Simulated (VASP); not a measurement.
Here is a VASP 6.6.1 calculation.

File INCAR:

```
PREC = Accurate ; ENCUT = 520
EDIFF = 1E-8 ; ISMEAR = -1
SIGMA = 0.05 ; LREAL = F
LASPH = T ; NELM = 60
ALGO = Normal ; ISIF = 2
LWAVE = F ; LCHARG = F
LEFG = T ; NBANDS = 21
```

KPOINTS

```
Automatic mesh
0
Gamma
  8 8 8
```

POSCAR

```
Pb
1.0
    0.0000000000      3.4046100549      3.4390000555
    3.4046100549      0.0000000000      3.4390000555
    3.4046100549      3.4046100549      0.0000000000
Pb
2
Direct
    0.0000000000      0.0000000000      0.0000000000
    0.2500000000      0.2500000000      0.2500000000
```

Potentials or basis: VASP PAW LDA potentials, release 64 (Pb_d).

Launch:

```bash
$ cat potpaw_LDA.64/Pb_d/POTCAR > POTCAR
$ mpirun -np 1 vasp_std > vasp.out
```

**Question.** Predict the pressure.

**Answer.** -0.1 GPa.

**Question.** Estimate the band gap on the k mesh.

**Answer.** Zero (bands 14 and 15 overlap by 1.17 eV).

Electric field gradients, principal values (V/Å²):
```
atom  least  middle  greatest (by size)
1 Pb  4.514   4.515              -9.028
2 Pb  4.514   4.515              -9.028
```

Caveat: the cell differs from its parent crystal (equal xx and yy strain of -1 %); without QUAD_EFG the Cq values of the log hold for a quadrupole moment of 1 mb, not for the nuclei; spin-orbit coupling is left out, which moves the levels of the heavy elements.
